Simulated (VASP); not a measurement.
Hf: single point with r2SCAN

Crystal: Hf.

```
CELL_PARAMETERS angstrom
-1.91330 1.80500 1.80500
1.91330 -1.80500 1.80500
1.91330 1.80500 -1.80500
ATOMIC_POSITIONS crystal
Hf 0.00000 0.00000 0.00000
```

This cell differs from its parent crystal: strain +0.0600 x Voigt [1, 0, 0, 0, 0, 0].

```yaml
Program: VASP 6.6.1
Task: single point
Functional: r2SCAN
Potentials_or_basis: VASP PAW PBE potentials, release 64 (Hf_pv)
Cutoff: 520 eV
k_mesh: 18 × 18 × 18
Occupations: gaussian, width 0.15 eV
Spin: no spin polarisation
```

```json
{
 "Pressure": "-10.2 GPa",
 "Band gap on the k mesh": "zero (band 5 reaches 5.29 eV, above the bottom of band 6 at 3.10 eV)"
}
```

Stress tensor (GPa, compression positive):
```
 -7.69   0.00   0.00
  0.00 -11.38   0.00
  0.00   0.00 -11.38
```

Levels at points of the mesh, in eV from the Fermi level:
| k point | band 2 | band 3 | band 4 | band 5 | band 6 | band 7 | band 8 | band 9 |
| --- | --- | --- | --- | --- | --- | --- | --- | --- |
| (0.00, 0.00, 0.00) | -31.47 | -31.47 | -7.06 | 1.45 | 1.45 | 2.05 | 3.72 | 4.51 |
| (0.50, 0.00, 0.00) | -31.68 | -31.49 | -3.10 | -0.66 | 0.70 | 4.48 | 5.09 | 7.02 |
| (0.00, 0.50, 0.00) | -31.65 | -31.47 | -3.22 | -0.03 | 0.37 | 3.58 | 4.88 | 6.89 |
| (0.50, 0.50, 0.50) | -31.85 | -31.85 | -2.35 | -2.21 | 5.71 | 6.18 | 6.31 | 6.31 |

Run time: 4.4 min on 1 thread of Intel(R) Xeon(R) 6975P-C (Granite Rapids), with other jobs on the host, peak memory 0.25 GiB.

Caveat: the cell differs from its parent crystal (strain +0.0600 x Voigt [1, 0, 0, 0, 0, 0]); the PAW data sets were made with another functional, which shifts forces and pressure a little; spin-orbit coupling is left out, which moves the levels of the heavy elements.
